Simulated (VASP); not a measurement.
# Hf (P6_3/mmc) in VASP: a series of runs

Hf is run at these levels: RPBE, revPBE, BLYP, PBE, r2SCAN; tasks: single point.

All numbers are computed with VASP 6.6.1; they aren't measurements. Logs are shortened: lines on timing, memory, paths and dates and some standing lists are left out, and cuts for length are marked.

## 1. The cell of the first run

The structure is hexagonal, space group P6_3/mmc (No. 194). Conventional cell: a = 3.197 Å, b = 3.197 Å, c = 5.058 Å, α = 90.00°, β = 90.00°, γ = 120.00°. Hf (site symmetry -6m2) has 12 Hf at 3.13 to 3.20 Å within 4.1 Å.

## 2. Single point, RPBE

File INCAR:

```
SYSTEM = Hf
  ALGO = Normal
  EDIFF = 1E-6
  ENCUT = 500
  GGA = RP
  GGA_COMPAT = .False.
  ISIF = 2
  ISMEAR = -1
  LASPH = .True.
  LCHARG = .False.
  LREAL = .False.
  LWAVE = .False.
  NBANDS = 17
  NELM = 120
  PREC = Accurate
  SIGMA = 0.3
```

File KPOINTS:

```
k-points
0
Gamma
  5 5 3
  0 0 0
```

File POSCAR:

```
Hf
1.0
    3.1967000000      0.0000000000      0.0000000000
   -1.5983500000      2.7684234083      0.0000000000
    0.0000000000      0.0000000000      5.0578000000
Hf
2
Direct
    0.3333330000      0.6666670000      0.2500000000
    0.6666670000      0.3333330000      0.7500000000
```

Potentials or basis: VASP PAW PBE potentials, release 64 (Hf_pv).

Started as:

```bash
$ cat potpaw_PBE.64/Hf_pv/POTCAR > POTCAR
$ mpirun -np 1 vasp_std > vasp.out
```

OUTCAR:

```text
SYSTEM = Hf
   EDIFF = 1E-6
   ENCUT = 500
   GGA = RP
   ISIF = 2
   ISMEAR = -1
   LASPH = .True.
   LREAL = .False.
   NELM = 120
   PREC = Accurate

 ion  position               nearest neighbor table
   1  0.333  0.667  0.250-   2 3.13   2 3.13   2 3.13   2 3.13   2 3.13   2 3.13
   2  0.667  0.333  0.750-   1 3.13   1 3.13   1 3.13   1 3.13   1 3.13   1 3.13

  LATTYP: Found a hexagonal cell.
 ALAT       =     3.1967000000
 C/A-ratio  =     1.5821941377

  Lattice vectors:

 A1 = (   3.1967000000,   0.0000000000,   0.0000000000)
 A2 = (  -1.5983500000,   2.7684234083,   0.0000000000)
 A3 = (   0.0000000000,   0.0000000000,   5.0578000000)

Analysis of symmetry for initial positions (statically):
=====================================================================
 Subroutine PRICEL returns:
 Original cell was already a primitive cell.

 Routine SETGRP: Setting up the symmetry group for a
 hexagonal supercell.

 Subroutine GETGRP returns: Found 24 space group operations
 (whereof 12 operations were pure point group operations)
 out of a pool of 24 trial point group operations.

The static configuration has the point symmetry D_3d.
 The point group associated with its full space group is D_6h.

Analysis of symmetry for dynamics (positions and initial velocities):
=====================================================================
 Subroutine PRICEL returns:
 Original cell was already a primitive cell.

 Routine SETGRP: Setting up the symmetry group for a
 hexagonal supercell.

 Subroutine GETGRP returns: Found 24 space group operations
 (whereof 12 operations were pure point group operations)
 out of a pool of 24 trial point group operations.

The dynamic configuration has the point symmetry D_3d.
 The point group associated with its full space group is D_6h.

 Subroutine INISYM returns: Found 24 space group operations
 (whereof 12 operations are pure point group operations),
 and found     1 'primitive' translations

----------------------------------------------------------------------------------------

                                     Primitive cell

  volume of cell :      44.7606

  direct lattice vectors                    reciprocal lattice vectors
     3.196700000  0.000000000  0.000000000     0.312822598  0.180608211  0.000000000
    -1.598350000  2.768423408  0.000000000     0.000000000  0.361216423  0.000000000
[... 67 lines left out ...]
   LASPH  =      T    aspherical Exc in radial PAW
   ENCUT  =  500.0 eV  36.75 Ry    6.06 a.u.   5.83  5.83  9.22*2*pi/ulx,y,z
   NELM   =    120;   NELMIN=  2; NELMDL= -5     # of ELM steps
   EDIFF  = 0.1E-05   stopping-criterion for ELM
   LREAL  =      F    real-space projection
   EDIFFG = 0.1E-04   stopping-criterion for IOM
   NSW    =      0    number of steps for IOM
   IBRION =     -1    ionic relax: 0-MD 1-quasi-New 2-CG
   NFREE  =      0    steps in history (QN), initial steepest desc. (CG)
   ISIF   =      2    stress and relaxation
   ISYM   =      2    0-nonsym 1-usesym 2-fastsym
   POTIM  = 0.5000    time-step for ionic-motion
   TEBEG  =    0.0;   TEEND  =   0.0 temperature during run
   PSTRESS=    0.0 pullay stress
   NELECT =      20.0000    total number of electrons
   NUPDOWN=      -1.0000    fix difference up-down
   EMIN   =  10.00;   EMAX   =-10.00  energy-range for DOS
   EFERMI =   0.00;   METHOD = LEGACY
   ISMEAR =    -1;   SIGMA  =   0.30  broadening in eV -4-tet -1-fermi 0-gaus
   EFERMI_NEDOS =   21; number of points for ismear=-14 and -15
   IALGO  =     38    algorithm
   IMIX   =      4    mixing-type and parameters
     AMIX     =   0.40;   BMIX     =  1.00
     AMIX_MAG =   1.60;   BMIX_MAG =  1.00
  volume/ion in A,a.u.               =      22.38       151.03
  Fermi-wavevector in a.u.,A,eV,Ry     =   1.251563  2.365112 21.312311  1.566411
  Thomas-Fermi vector in A             =   2.385505
   LORBIT       =      0    0 simple, 1 ext, 2 COOP (PROOUT), +10 PAW based schemes
   GGA     = RP    functional components
   LHFCALC =     F    Hartree Fock is set to
   AEXX    =    0.0000 exact exchange contribution
   IVDW    =     0    specifies the selected vdW correction
   LEPSILON=     F    determine dielectric tensor
   LRPA    =     F    only Hartree local field effects (RPA)
 non-spin polarized calculation
  energy-cutoff  :      500.00
  volume of cell :       44.76
 maximum number of plane-waves:      1150
 NGX is ok and might be reduce to    24
   NGX = 11   NGY = 11   NGZ = 19

 number of electron      20.0000004 magnetization

 Free energy of the ion-electron system (eV)
  ---------------------------------------------------
  ext. energy  EPLUGINS =         0.00000000
  ---------------------------------------------------
  free energy    TOTEN  =       -19.30722107 eV

  energy without entropy =      -18.65611365  energy(sigma->0) =      -18.98166736

 E-fermi :   4.9433     XC(G=0): -11.2158

 val. band max:        4.9318421773   @ k =   0.4000   0.2000   0.3333
 cond. band min:       4.9680110942   @ k =   0.2000   0.0000   0.3333
 fundamental gap:      0.0361689169
 Fermi energy:         4.9432932564

 k-point     1 :       0.0000    0.0000    0.0000
  band No.  band energies     occupation
      1     -26.0430      2.00000
      2     -25.3321      2.00000
      3     -25.3321      2.00000
      4     -25.2053      2.00000
      5     -25.2053      2.00000
      6     -25.1805      2.00000
[... 177 lines left out ...]
      4     -25.5108      2.00000
      5     -25.3997      2.00000
      6     -25.3306      2.00000
[... 9 lines left out ...]
     16      10.9118      0.00000
     17      12.1841      0.00000

------------------------ aborting loop because EDIFF is reached ----------------------------------------

  FORCE on cell =-STRESS in cart. coord.  units (eV):
  Direction    XX          YY          ZZ          XY          YZ          ZX
  --------------------------------------------------------------------------------------
  -------------------------------------------------------------------------------------
  Total        1.0473221      1.0473221      1.2896580      0.0000000      0.0000000     -0.0000000
  in kB       37.4882197     37.4882197     46.1624763      0.0000000      0.0000000     -0.0000000
  external PRESSURE =      40.3796386 kB  Pullay stress =       0.0000000 kB

 VOLUME and BASIS-vectors are now :
 -----------------------------------------------------------------------------
  energy-cutoff  :      500.00
  volume of cell :       44.76
      direct lattice vectors                 reciprocal lattice vectors
     3.196700000  0.000000000  0.000000000     0.312822598  0.180608211  0.000000000
    -1.598350000  2.768423408  0.000000000     0.000000000  0.361216423  0.000000000
     0.000000000  0.000000000  5.057800000     0.000000000  0.000000000  0.197714421

 POSITION                                       TOTAL-FORCE (eV/Angst)
 -----------------------------------------------------------------------------------
     -0.00000      1.84562      1.26445         0.000000     -0.000000      0.000000
      1.59835      0.92281      3.79335        -0.000000      0.000000      0.000000
 -----------------------------------------------------------------------------------
    total drift:                               -0.000159      0.000092     -0.000015

  FREE ENERGIE OF THE ION-ELECTRON SYSTEM (eV)
  ---------------------------------------------------
  free  energy   TOTEN  =       -19.3072210676 eV

  energy  without entropy=      -18.6561136485  energy(sigma->0) =      -18.98166736
```

OSZICAR:

```text
N       E                     dE             d eps       ncg     rms          rms(c)
DAV:   1     0.492556220985E+02    0.49256E+02   -0.10916E+04   340   0.108E+03
DAV:   2    -0.181535659951E+02   -0.67409E+02   -0.65854E+02   435   0.243E+02
DAV:   3    -0.199199176652E+02   -0.17664E+01   -0.17532E+01   474   0.269E+01
DAV:   4    -0.199335183974E+02   -0.13601E-01   -0.13595E-01   414   0.280E+00
DAV:   5    -0.199336741334E+02   -0.15574E-03   -0.15568E-03   484   0.262E-01    0.639E+01
DAV:   6    -0.194740645987E+02    0.45961E+00   -0.44665E-01   388   0.441E+00    0.381E+01
DAV:   7    -0.193171684493E+02    0.15690E+00   -0.77475E-01   403   0.558E+00    0.186E+00
DAV:   8    -0.193071257505E+02    0.10043E-01   -0.51230E-02   387   0.147E+00    0.228E-01
DAV:   9    -0.193072296079E+02   -0.10386E-03   -0.10560E-03   451   0.232E-01    0.188E-01
DAV:  10    -0.193072185965E+02    0.11011E-04   -0.91217E-05   386   0.633E-02    0.314E-01
DAV:  11    -0.193072207876E+02   -0.21911E-05   -0.15962E-05   408   0.273E-02    0.113E-02
DAV:  12    -0.193072210676E+02   -0.28005E-06   -0.65902E-07   235   0.566E-03
   1 F= -.19307221E+02 E0= -.18981667E+02  d E =-.651107E+00
```

stdout:

```text
POSCAR found type information on POSCAR Hf
 POSCAR found :  1 types and       2 ions
 scaLAPACK will be used
 -----------------------------------------------------------------------------
|                                                                             |
|                                                                             |
|     You enforced a specific xc type in the INCAR file but a different       |
|     I HOPE YOU KNOW WHAT YOU ARE DOING!                                     |
|                                                                             |
 -----------------------------------------------------------------------------

 LDA part: xc-table for (Slater+PW92), standard interpolation
 POSCAR, INCAR and KPOINTS ok, starting setup
 FFT: planning ... GRIDC
 FFT: planning ... GRID_SOFT
 FFT: planning ... GRID
 WAVECAR not read
 entering main loop
```

It took 8.3 s on 1 thread of Intel Xeon Platinum 8375C at 2.90GHz (Ice Lake), shared host; peak memory 0.15 GiB.

What came out:

```
Free energy            : -19.3072 eV
Pressure               : 4.0 GPa
Band gap on the k mesh : zero (band 10 reaches 6.22 eV, above the bottom of band 11 at 4.93 eV)
```

Levels at points of the mesh, in eV from the Fermi level:
```csv
k point,band 7,band 8,band 9,band 10,band 11,band 12,band 13,band 14
"(0.00, 0.00, 0.00)",-7.31,-3.63,0.69,1.28,1.28,1.58,2.10,2.10
```

Caveat: the k points lie up to 0.45 Å⁻¹ apart; the PAW data sets were made with another functional, which shifts forces and pressure a little; spin-orbit coupling is left out, which moves the levels of the heavy elements.

## 3. Single point, revPBE

File INCAR:

```
SYSTEM = Hf
PREC = Accurate
ENCUT = 500
EDIFF = 1E-6
ISMEAR = -1
SIGMA = 0.3
LREAL = .FALSE.
LASPH = .TRUE.
NELM = 120
ALGO = Normal
ISIF = 2
LWAVE = .FALSE.
LCHARG = .TRUE.
GGA = RE
LELF = .TRUE.
LVHAR = .TRUE.
NBANDS = 17
GGA_COMPAT = .FALSE.
```

File KPOINTS:

```
regular mesh
0
G
  5 5 3
  0 0 0
```

POSCAR is that of step 2.

Potentials or basis: VASP PAW PBE potentials, release 64 (Hf_pv).

Started as:

```bash
$ cat potpaw_PBE.64/Hf_pv/POTCAR > POTCAR
$ mpirun -np 1 vasp_std > vasp.out
```

It took 11 s on 1 thread of Intel Xeon Platinum 8375C at 2.90GHz (Ice Lake), shared host; peak memory 0.15 GiB.

Results (log left out):

```yaml
Free_energy: -19.4751 eV
Pressure: 3.3 GPa
Band_gap_on_the_k_mesh: zero (band 10 reaches 6.19 eV, above the bottom of band 11 at 4.90 eV)
```

Stress tensor (GPa, compression positive):
```
2.98 0.00 0.00
0.00 2.98 0.00
0.00 0.00 3.84
```

Levels at points of the mesh, in eV from the Fermi level:
```tsv
k point	band 6	band 7	band 8	band 9	band 10	band 11	band 12	band 13	band 14	band 15
(0.00, 0.00, 0.00)	-30.11	-7.30	-3.63	0.70	1.28	1.28	1.57	2.10	2.10	2.76
```

Caveat: the k points lie up to 0.45 Å⁻¹ apart; the PAW data sets were made with another functional, which shifts forces and pressure a little; spin-orbit coupling is left out, which moves the levels of the heavy elements.

## 4. Single point, BLYP

File INCAR:

```
SYSTEM = Hf
PREC = Accurate ; ENCUT = 500
EDIFF = 1E-6 ; ISMEAR = -1
SIGMA = 0.3 ; LREAL = .FALSE.
LASPH = .TRUE. ; NELM = 120
ALGO = Normal ; ISIF = 2
LWAVE = .FALSE. ; LCHARG = .TRUE.
GGA = B5 ; ALDAX = 1.0
AGGAX = 1.0 ; AGGAC = 1.0
ALDAC = 0.0 ; LELF = .TRUE.
LVHAR = .TRUE. ; NBANDS = 17
GGA_COMPAT = .FALSE.
```

File KPOINTS:

```
Automatic mesh
0
G
  5 5 3
  0 0 0
```

POSCAR is that of step 3.

Started as:

```bash
$ cat potpaw_PBE.64/Hf_pv/POTCAR > POTCAR
$ mpirun -np 1 vasp_std > vasp.out
```

Wall time 23 s (1 thread of Intel Xeon Platinum 8375C at 2.90GHz (Ice Lake), shared host); peak memory 0.15 GiB.

Results (log left out):

```
Free energy            : -17.5479 eV
Pressure               : 4.6 GPa
Band gap on the k mesh : zero (band 10 reaches 6.52 eV, above the bottom of band 11 at 5.31 eV)
```

Stress tensor (GPa, compression positive):
```
4.27 0.00 0.00
0.00 4.27 0.00
0.00 0.00 5.18
```

Levels at points of the mesh, in eV from the Fermi level:
```
           k point  band 6  band 7  band 8  band 9  band 10  band 11  band 12  band 13  band 14  band 15
(0.00, 0.00, 0.00)  -29.99   -7.15   -3.60    0.97     1.18     1.18     1.47     1.98     1.98     2.62
```

Caveat: the k points lie up to 0.45 Å⁻¹ apart; the PAW data sets were made with another functional, which shifts forces and pressure a little; spin-orbit coupling is left out, which moves the levels of the heavy elements.

## 5. Single point, PBE

File INCAR:

```
PREC     = Accurate       # precision mode
ENCUT    = 500            # plane-wave cutoff, eV
EDIFF    = 1E-6           # SCF threshold, eV
ISMEAR   = -1             # smearing method
SIGMA    = 0.3            # smearing width, eV
LREAL    = False          # projectors in reciprocal space
LASPH    = True           # aspherical terms in the spheres
NELM     = 120            # most SCF steps
ALGO     = Normal         # electronic algorithm
ISIF     = 2              # what is computed and relaxed
LWAVE    = False          # write WAVECAR
LCHARG   = False          # write CHGCAR
GGA      = PE             # functional
NBANDS   = 17             # bands
GGA_COMPAT= False
```

File KPOINTS:

```
Automatic mesh
0
Gamma
  5 5 3
```

POSCAR is that of step 4.

Started as:

```bash
$ cat potpaw_PBE.64/Hf_pv/POTCAR > POTCAR
$ mpirun -np 1 vasp_std > vasp.out
```

Run time: 11 s. Hardware: 1 thread of Intel Xeon Platinum 8375C at 2.90GHz (Ice Lake), shared host; peak memory 0.15 GiB.

Results (log left out):

| Property | Result |
| --- | --- |
| Free energy | -20.1610 eV |
| Pressure | 1.3 GPa |
| Band gap on the k mesh | zero (band 10 reaches 6.10 eV, above the bottom of band 11 at 4.82 eV) |

Stress tensor (GPa, compression positive):
```
0.97 0.00 0.00
0.00 0.97 0.00
0.00 0.00 1.81
```

Levels at points of the mesh, in eV from the Fermi level:
```
           k point  band 7  band 8  band 9  band 10  band 11  band 12  band 13  band 14
(0.00, 0.00, 0.00)   -7.30   -3.63    0.73     1.26     1.26     1.56     2.08     2.08
```

Caveat: the k points lie up to 0.45 Å⁻¹ apart; spin-orbit coupling is left out, which moves the levels of the heavy elements.

## 6. Single point, r2SCAN

POSCAR is that of step 5.

File INCAR.step1:

```
SYSTEM = Hf
ALGO     = Normal         ! electronic algorithm
EDIFF    = 1E-5           ! SCF threshold, eV
ENCUT    = 550            ! plane-wave cutoff, eV
GGA      = PE             ! functional
GGA_COMPAT= .False.      
ISMEAR   = -1             ! smearing method
LASPH    = .True.         ! aspherical terms in the spheres
LCHARG   = .False.        ! write CHGCAR
LREAL    = .False.        ! projectors in reciprocal space
LWAVE    = .True.         ! write WAVECAR
NBANDS   = 17             ! bands
NELM     = 120            ! most SCF steps
PREC     = Accurate       ! precision mode
SIGMA    = 0.3            ! smearing width, eV
```

File INCAR.step2:

```
SYSTEM = Hf
ALGO     = Normal         ! electronic algorithm
EDIFF    = 1E-6           ! SCF threshold, eV
ENCUT    = 550            ! plane-wave cutoff, eV
GGA_COMPAT= .False.      
ISIF     = 2              ! what is computed and relaxed
ISMEAR   = -1             ! smearing method
ISTART   = 1            
LASPH    = .True.         ! aspherical terms in the spheres
LCHARG   = .True.         ! write CHGCAR
LELF     = .True.         ! ELF
LMIXTAU  = .True.       
LREAL    = .False.        ! projectors in reciprocal space
LVHAR    = .True.       
LWAVE    = .False.        ! write WAVECAR
METAGGA  = R2SCAN         ! meta-GGA
NBANDS   = 17             ! bands
NELM     = 120            ! most SCF steps
PREC     = Accurate       ! precision mode
SIGMA    = 0.3            ! smearing width, eV
```

File KPOINTS:

```
k-points
0
Gamma
  5 5 3
  0 0 0
```

Potentials or basis: VASP PAW PBE potentials, release 64 (Hf_pv).

Started as:

```bash
$ cat potpaw_PBE.64/Hf_pv/POTCAR > POTCAR
$ cp INCAR.step1 INCAR
$ mpirun -np 1 vasp_std > vasp.out
$ cp INCAR.step2 INCAR
$ mpirun -np 1 vasp_std > vasp.out
```

Wall time 40 s (1 thread of Intel Xeon Platinum 8375C at 2.90GHz (Ice Lake), shared host); peak memory 0.16 GiB.

It converged, with:

```yaml
Free_energy: -90.5713 eV
Pressure: 0.0 GPa
Band_gap_on_the_k_mesh: zero (band 10 reaches 6.17 eV, above the bottom of band 11 at 4.77 eV)
```

Stress tensor (GPa, compression positive):
```
0.00 0.00 0.00
0.00 0.00 0.00
0.00 0.00 0.12
```

Levels at points of the mesh, in eV from the Fermi level:
| k point | band 6 | band 7 | band 8 | band 9 | band 10 | band 11 | band 12 | band 13 | band 14 | band 15 |
| --- | --- | --- | --- | --- | --- | --- | --- | --- | --- | --- |
| (0.00, 0.00, 0.00) | -31.24 | -7.69 | -3.78 | 0.48 | 1.41 | 1.41 | 1.72 | 2.28 | 2.28 | 3.01 |

Caveat: the k points lie up to 0.45 Å⁻¹ apart; the PAW data sets were made with another functional, which shifts forces and pressure a little; spin-orbit coupling is left out, which moves the levels of the heavy elements.

## 7. Overview

| level | cutoff (eV) | gap on the mesh (eV) | pressure (GPa) |
| --- | --- | --- | --- |
| RPBE | 500 | none | 4.0 |
| revPBE | 500 | none | 3.3 |
| BLYP | 500 | none | 4.6 |
| PBE | 500 | none | 1.3 |
| r2SCAN | 550 | none | 0.0 |

Alike in all rows: task single point; potentials or basis VASP PAW PBE potentials, release 64 (Hf_pv); no spin polarisation; cell as given; k mesh 5 × 5 × 3; smearing fermi-dirac 0.3 eV.

Caveats: all runs use coarse meshes; spin-orbit coupling is left out, which moves the levels of the heavy elements; the PAW data sets were made with another functional, which shifts forces and pressure a little (some runs).

Absolute energies hang on the potentials; compare differences alone.
